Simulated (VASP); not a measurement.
# Cd in VASP: settings compared

Aim: see how the results for Cd move with the level of theory and the settings. Levels: r2SCAN, PBE. Tasks: single point.

Program: VASP 6.6.1. These are calculated values, not measurements. Logs are shortened: lines on timing, memory, paths and dates and some standing lists are left out, and cuts for length are marked.

## 1. The cell of the first run

It takes space group R-3m (No. 166, trigonal). Conventional cell: a = 3.216 Å, b = 3.216 Å, c = 7.348 Å, α = 90.00°, β = 90.00°, γ = 120.00°. Cd (site symmetry -3m) has 12 Cd at 3.07 to 3.22 Å within 4.0 Å.

## 2. Single point, r2SCAN

POSCAR reads:

```
Cd
1.0
    1.6080291515      0.9283960635      2.4492874100
   -1.6080291515      0.9283960635      2.4492874100
    0.0000000000     -1.8567921270      2.4492874100
Cd
1
Direct
    0.0000000000      0.0000000000      0.0000000000
```

INCAR.step1 reads:

```
SYSTEM = Cd
ALGO = Normal
EDIFF = 1E-4
ENCUT = 520
GGA = PE
ISMEAR = 1
LASPH = .TRUE.
LCHARG = .FALSE.
LREAL = .FALSE.
LWAVE = .TRUE.
NBANDS = 12
NELM = 100
PREC = Accurate
SIGMA = 0.1
```

INCAR.step2 reads:

```
SYSTEM = Cd
ALGO = Normal
EDIFF = 1E-6
ENCUT = 520
ISIF = 2
ISMEAR = 1
ISTART = 1
LASPH = .TRUE.
LCHARG = .FALSE.
LMIXTAU = .TRUE.
LREAL = .FALSE.
LWAVE = .FALSE.
METAGGA = R2SCAN
NBANDS = 12
NELM = 100
PREC = Accurate
SIGMA = 0.1
```

KPOINTS reads:

```
k-points
0
G
  9 9 9
  0 0 0
```

Potentials or basis: VASP PAW PBE potentials, release 64 (Cd).

Launch:

```sh
$ cat potpaw_PBE.64/Cd/POTCAR > POTCAR
$ cp INCAR.step1 INCAR
$ mpirun -np 1 vasp_std > vasp.out
$ cp INCAR.step2 INCAR
$ mpirun -np 1 vasp_std > vasp.out
```

OUTCAR:

```text
SYSTEM = Cd
   EDIFF = 1E-6
   ENCUT = 520
   ISIF = 2
   ISMEAR = 1
   ISTART = 1
   LASPH = .TRUE.
   LREAL = .FALSE.
   METAGGA = R2SCAN
   NELM = 100
   PREC = Accurate

 ion  position               nearest neighbor table
   1  0.000  0.000  0.000-

  LATTYP: Found a trigonal (rhomboedric) cell.
 ALAT       =     3.0735461310
 COS(alpha) =     0.4525576903

  Lattice vectors:

 A1 = (   1.6080291515,   0.9283960635,   2.4492874100)
 A2 = (  -1.6080291515,   0.9283960635,   2.4492874100)
 A3 = (   0.0000000000,  -1.8567921270,   2.4492874100)

Analysis of symmetry for initial positions (statically):
=====================================================================
 Subroutine PRICEL returns:
 Original cell was already a primitive cell.

 Routine SETGRP: Setting up the symmetry group for a
 trigonal (rhombohedral) supercell.

 Subroutine GETGRP returns: Found 12 space group operations
 (whereof 12 operations were pure point group operations)
 out of a pool of 12 trial point group operations.

The static configuration has the point symmetry D_3d.

Analysis of symmetry for dynamics (positions and initial velocities):
=====================================================================
 Subroutine PRICEL returns:
 Original cell was already a primitive cell.

 Routine SETGRP: Setting up the symmetry group for a
 trigonal (rhombohedral) supercell.

 Subroutine GETGRP returns: Found 12 space group operations
 (whereof 12 operations were pure point group operations)
 out of a pool of 12 trial point group operations.

The dynamic configuration has the point symmetry D_3d.

 Subroutine INISYM returns: Found 12 space group operations
 (whereof 12 operations are pure point group operations),
 and found     1 'primitive' translations

----------------------------------------------------------------------------------------

                                     Primitive cell

  volume of cell :      21.9391

  direct lattice vectors                    reciprocal lattice vectors
     1.608029152  0.928396064  2.449287410     0.310939637  0.179521083  0.136094005
    -1.608029152  0.928396064  2.449287410    -0.310939637  0.179521083  0.136094005
     0.000000000 -1.856792127  2.449287410     0.000000000 -0.359042166  0.136094005

  length of vectors
     3.073546131  3.073546131  3.073546131     0.383969862  0.383969862  0.383969862

  position of ions in fractional coordinates (direct lattice)
     0.000000000  0.000000000  0.000000000

  ion indices of the primitive-cell ions
   primitive index   ion index
                 1           1

----------------------------------------------------------------------------------------

 KPOINTS: k-points

Automatic generation of k-mesh.
 Grid dimensions read from file:
 generate k-points for:    9    9    9

 Generating k-lattice:

  Cartesian coordinates                     Fractional coordinates (reciprocal lattice)
     0.034548849  0.019946787  0.015121556     0.111111111  0.000000000  0.000000000
    -0.034548849  0.019946787  0.015121556     0.000000000  0.111111111  0.000000000
     0.000000000 -0.039893574  0.015121556     0.000000000  0.000000000  0.111111111

  Length of vectors
     0.042663318  0.042663318  0.042663318

  Shift w.r.t. Gamma in fractional coordinates (k-lattice)
     0.000000000  0.000000000  0.000000000

 Subroutine IBZKPT returns following result:
 ===========================================

 Found     85 irreducible k-points:

 Following reciprocal coordinates:
            Coordinates               Weight
  0.000000  0.000000  0.000000      1.000000
  0.111111 -0.000000  0.000000      6.000000
  0.222222 -0.000000  0.000000      6.000000
  0.333333 -0.000000  0.000000      6.000000
  0.444444 -0.000000  0.000000      6.000000
  0.111111  0.111111  0.000000      6.000000
[... 16 lines left out ...]
 -0.333333  0.333333  0.000000      6.000000
  0.444444  0.444444  0.000000      6.000000
 [... further k-points ...]
   k-points           NKPTS =     85   k-points in BZ     NKDIM =     85   number of bands    NBANDS=     12
   number of dos      NEDOS =    301   number of ions     NIONS =      1
   total plane-waves  NPLWV =  13824
   dimension x,y,z NGX =    24 NGY =   24 NGZ =   24
   dimension x,y,z NGXF=    48 NGYF=   48 NGZF=   48
   ions per type =               1
   NGX,Y,Z   is equivalent  to a cutoff of  12.98, 12.98, 12.98 a.u.
   NGXF,Y,Z  is equivalent  to a cutoff of  25.96, 25.96, 25.96 a.u.
 SYSTEM =  Cd
   PREC   = accura    normal or accurate (medium, high low for compatibility)
   ISTART =      1    job   : 0-new  1-cont  2-samecut
   ICHARG =      0    charge: 1-file 2-atom 10-const
   ISPIN  =      1    spin polarized calculation?
   LNONCOLLINEAR =      F non collinear calculations
   LSORBIT =      F    spin-orbit coupling
   LASPH  =      T    aspherical Exc in radial PAW
   ENCUT  =  520.0 eV  38.22 Ry    6.18 a.u.   5.71  5.71  5.71*2*pi/ulx,y,z
   NELM   =    100;   NELMIN=  2; NELMDL=  0     # of ELM steps
   EDIFF  = 0.1E-05   stopping-criterion for ELM
   LREAL  =      F    real-space projection
   EDIFFG = 0.1E-04   stopping-criterion for IOM
   NSW    =      0    number of steps for IOM
   IBRION =     -1    ionic relax: 0-MD 1-quasi-New 2-CG
   NFREE  =      0    steps in history (QN), initial steepest desc. (CG)
   ISIF   =      2    stress and relaxation
   ISYM   =      2    0-nonsym 1-usesym 2-fastsym
   POTIM  = 0.5000    time-step for ionic-motion
   TEBEG  =    0.0;   TEEND  =   0.0 temperature during run
   PSTRESS=    0.0 pullay stress
   NELECT =      12.0000    total number of electrons
   NUPDOWN=      -1.0000    fix difference up-down
   EMIN   =  10.00;   EMAX   =-10.00  energy-range for DOS
   EFERMI =   0.00;   METHOD = LEGACY
   ISMEAR =     1;   SIGMA  =   0.10  broadening in eV -4-tet -1-fermi 0-gaus
   EFERMI_NEDOS =   21; number of points for ismear=-14 and -15
   IALGO  =     38    algorithm
   IMIX   =      4    mixing-type and parameters
     AMIX     =   0.40;   BMIX     =  1.00
     AMIX_MAG =   1.60;   BMIX_MAG =  1.00
  volume/ion in A,a.u.               =      21.94       148.05
  Fermi-wavevector in a.u.,A,eV,Ry     =   1.338842  2.530044 24.388398  1.792497
  Thomas-Fermi vector in A             =   2.467280
   LORBIT       =      0    0 simple, 1 ext, 2 COOP (PROOUT), +10 PAW based schemes
   METAGGA = R2SCAN    functional components
   LHFCALC =     F    Hartree Fock is set to
   AEXX    =    0.0000 exact exchange contribution
   IVDW    =     0    specifies the selected vdW correction
   LEPSILON=     F    determine dielectric tensor
   LRPA    =     F    only Hartree local field effects (RPA)
 non-spin polarized calculation
 Methfessel and Paxton  Order N= 1 SIGMA  =   0.10
  energy-cutoff  :      520.00
  volume of cell :       21.94
 maximum number of plane-waves:       604
   NGX = 11   NGY = 11   NGZ = 11

 number of electron      11.9999997 magnetization

 Free energy of the ion-electron system (eV)
  ---------------------------------------------------
  ext. energy  EPLUGINS =         0.00000000
  ---------------------------------------------------
  free energy    TOTEN  =       -20.07386749 eV

  energy without entropy =      -20.07415043  energy(sigma->0) =      -20.07396180

 E-fermi :   2.8670     XC(G=0): -11.7226

 val. band max:        2.8005039805   @ k =  -0.3333   0.2222   0.2222
 cond. band min:       2.9389716501   @ k =  -0.3333   0.4444   0.3333
 fundamental gap:      0.1384676696
 Fermi energy:         2.8669861567

 k-point     1 :       0.0000    0.0000    0.0000
  band No.  band energies     occupation
      1      -6.9048      2.00000
      2      -6.9048      2.00000
      3      -6.6825      2.00000
      4      -6.3308      2.00000
      5      -6.3308      2.00000
      6      -6.3070      2.00000
      7      16.7941      0.00000
      8      17.6076      0.00000
      9      17.6076      0.00000
     10      20.5963      0.00000
     11      21.0360      0.00000
     12      21.0360      0.00000

 k-point     2 :       0.1111   -0.0000    0.0000
  band No.  band energies     occupation
      1      -6.9257      2.00000
      2      -6.8763      2.00000
      3      -6.6424      2.00000
      4      -6.3368      2.00000
      5      -6.3357      2.00000
      6      -5.9742      2.00000
      7      14.1857      0.00000
      8      17.0053      0.00000
      9      17.2650      0.00000
     10      19.9197      0.00000
     11      21.7750      0.00000
     12      22.0106      0.00000

 k-point     3 :       0.2222   -0.0000    0.0000
  band No.  band energies     occupation
      1      -7.0533      2.00000
      2      -6.8475      2.00000
      3      -6.5793      2.00000
      4      -6.3001      2.00000
      5      -6.2755      2.00000
      6      -4.9260      2.00000
      7       9.8955      0.00000
      8      16.6823      0.00000
      9      16.7812      0.00000
     10      19.0023      0.00000
     11      21.7811      0.00000
     12      21.9892      0.00000
[... 286 lines left out ...]
 k-point    23 :      -0.3333    0.3333    0.0000
  band No.  band energies     occupation
      1      -7.2233      2.00000
      2      -6.7907      2.00000
      3      -6.5155      2.00000
      4      -6.2745      2.00000
      5      -6.0798      2.00000
      6       1.7054      2.00000
      7       4.5514     -0.00000
      8       5.7517      0.00000
      9      13.1633      0.00000
     10      15.8052      0.00000
     11      23.4120      0.00000
     12      25.3887      0.00000

 k-point    24 :       0.4444    0.4444    0.0000
  band No.  band energies     occupation
      1      -7.4683      2.00000
      2      -7.3406      2.00000
      3      -6.0395      2.00000
      4      -5.9094      2.00000
      5      -5.8690      2.00000
      6       0.8664      2.00000
      7       5.5595      0.00000
      8       9.2903      0.00000
      9      10.9065      0.00000
     10      13.5254      0.00000
     11      15.1351      0.00000
     12      30.2889      0.00000

 [... further k-points ...]

------------------------ aborting loop because EDIFF is reached ----------------------------------------

  FORCE on cell =-STRESS in cart. coord.  units (eV):
  Direction    XX          YY          ZZ          XY          YZ          ZX
  --------------------------------------------------------------------------------------
  -------------------------------------------------------------------------------------
  Total        0.0525346      0.0525346      0.0280702      0.0000000      0.0000000     -0.0000000
  in kB        3.8365258      3.8365258      2.0499233      0.0000000      0.0000000     -0.0000000
  external PRESSURE =       3.2409916 kB  Pullay stress =       0.0000000 kB

 VOLUME and BASIS-vectors are now :
 -----------------------------------------------------------------------------
  energy-cutoff  :      520.00
  volume of cell :       21.94
      direct lattice vectors                 reciprocal lattice vectors
     1.608029152  0.928396064  2.449287410     0.310939637  0.179521083  0.136094005
    -1.608029152  0.928396064  2.449287410    -0.310939637  0.179521083  0.136094005
     0.000000000 -1.856792127  2.449287410     0.000000000 -0.359042166  0.136094005

 POSITION                                       TOTAL-FORCE (eV/Angst)
 -----------------------------------------------------------------------------------
      0.00000      0.00000      0.00000        -0.000000     -0.000000     -0.000000
 -----------------------------------------------------------------------------------
    total drift:                                0.000000     -0.000000     -0.000000

  FREE ENERGIE OF THE ION-ELECTRON SYSTEM (eV)
  ---------------------------------------------------
  free  energy   TOTEN  =       -20.0738674864 eV

  energy  without entropy=      -20.0741504346  energy(sigma->0) =      -20.07396180
```

It took 22 s on 1 thread of Intel Xeon 6975P-C (Granite Rapids), shared host; peak memory 0.15 GiB.

Results:

```
Free energy            : -20.0739 eV
Pressure               : 0.3 GPa
Band gap on the k mesh : zero (bands 6 and 7 overlap by 1.94 eV)
```

Caveat: the PAW data sets were made with another functional, which shifts forces and pressure a little.

## 3. Single point, PBE

This run uses another cell than the first one, of the same volume but with other edges.

INCAR reads:

```
ALGO = Normal ; EDIFF = 1E-6
ENCUT = 520 ; GGA = PE
ISIF = 2 ; ISMEAR = 0
LASPH = True ; LCHARG = False
LREAL = False ; LWAVE = False
NBANDS = 12 ; NELM = 100
PREC = Accurate ; SIGMA = 0.1
```

KPOINTS reads:

```
k-points
0
Gamma
  7 7 7
```

POSCAR reads:

```
Cd
1.0
    1.5790080000      0.9044910000      2.3853110000
   -1.6599930000      0.8989190000      2.4405920000
   -0.0453180000     -1.8934790000      2.4470920000
Cd
1
Direct
   -0.0002900000     -0.0002450000      0.0117290000
```

Potentials or basis: VASP PAW PBE potentials, release 64 (Cd).

Launch:

```sh
$ cat potpaw_PBE.64/Cd/POTCAR > POTCAR
$ mpirun -np 1 vasp_std > vasp.out
```

OUTCAR:

```text
EDIFF = 1E-6
   ENCUT = 520
   GGA = PE
   ISIF = 2
   ISMEAR = 0
   LASPH = True
   LREAL = False
   NELM = 100
   PREC = Accurate

 ion  position               nearest neighbor table
   1  1.000  1.000  0.012-

  LATTYP: Found a triclinic cell.
 ALAT       =     5.5172854154
 B/A-ratio  =     0.5846412010
 C/A-ratio  =     0.8237346284
 COS(alpha) =     0.0010957770
 COS(beta)  =     0.3941900132
 COS(gamma) =     0.8785197913

  Lattice vectors:

[... 541 lines left out ...]
     10      15.1292      0.00000
     11      20.6813      0.00000
     12      23.3772      0.00000

 [... further k-points ...]

------------------------ aborting loop because EDIFF is reached ----------------------------------------

  FORCE on cell =-STRESS in cart. coord.  units (eV):
  Direction    XX          YY          ZZ          XY          YZ          ZX
  --------------------------------------------------------------------------------------
  -------------------------------------------------------------------------------------
  Total        0.1976479      0.2031195      0.4084951     -0.0266623      0.1245424      0.1792863
  in kB       14.4339347     14.8335172     29.8317925     -1.9471087      9.0951437     13.0930114
  external PRESSURE =      19.6997482 kB  Pullay stress =       0.0000000 kB

 VOLUME and BASIS-vectors are now :
 -----------------------------------------------------------------------------
  energy-cutoff  :      520.00
  volume of cell :       21.94
      direct lattice vectors                 reciprocal lattice vectors
     1.579008000  0.904491000  2.385311000     0.310904207  0.180114926  0.145124657
    -1.659993000  0.898919000  2.440592000    -0.306754612  0.181050359  0.134409964
    -0.045318000 -1.893479000  2.447092000     0.002884905 -0.356137069  0.133134625

 POSITION                                       TOTAL-FORCE (eV/Angst)
 -----------------------------------------------------------------------------------
     -0.08157      1.78072      4.85332         0.000000      0.000000      0.000000
 -----------------------------------------------------------------------------------
    total drift:                               -0.000003     -0.000008      0.000004

  FREE ENERGIE OF THE ION-ELECTRON SYSTEM (eV)
  ---------------------------------------------------
  free  energy   TOTEN  =        -0.7448168044 eV

  energy  without entropy=       -0.7418564107  energy(sigma->0) =       -0.74333661
```

OSZICAR:

```text
N       E                     dE             d eps       ncg     rms          rms(c)
DAV:   1     0.719552044000E+02    0.71955E+02   -0.69315E+03  4360   0.993E+02
DAV:   2     0.493433198906E+00   -0.71462E+02   -0.67866E+02  4480   0.239E+02
DAV:   3    -0.789458012808E+00   -0.12829E+01   -0.12823E+01  4944   0.363E+01
DAV:   4    -0.791039088267E+00   -0.15811E-02   -0.15810E-02  4556   0.125E+00
DAV:   5    -0.791042841333E+00   -0.37531E-05   -0.37531E-05  4960   0.613E-02    0.303E+00
DAV:   6    -0.746407203458E+00    0.44636E-01   -0.12265E-01  4928   0.446E+00    0.244E+00
DAV:   7    -0.744533408456E+00    0.18738E-02   -0.11510E-02  4772   0.113E+00    0.121E+00
DAV:   8    -0.744779838721E+00   -0.24643E-03   -0.14942E-03  4304   0.519E-01    0.599E-02
DAV:   9    -0.744810851175E+00   -0.31012E-04   -0.11968E-05  4900   0.330E-02    0.127E-02
DAV:  10    -0.744816860438E+00   -0.60093E-05   -0.45970E-06  4292   0.235E-02    0.138E-03
DAV:  11    -0.744816804448E+00    0.55989E-07   -0.13668E-08  2268   0.131E-03
   1 F= -.74481680E+00 E0= -.74333661E+00  d E =-.296039E-02
```

Run time: 11 s. Hardware: 1 thread of Intel Xeon 6975P-C (Granite Rapids), shared host; peak memory 0.16 GiB.

What came out:

```yaml
Free_energy: -0.7448 eV
Pressure: 2.0 GPa
Band_gap_on_the_k_mesh: zero (bands 6 and 7 overlap by 2.17 eV)
```
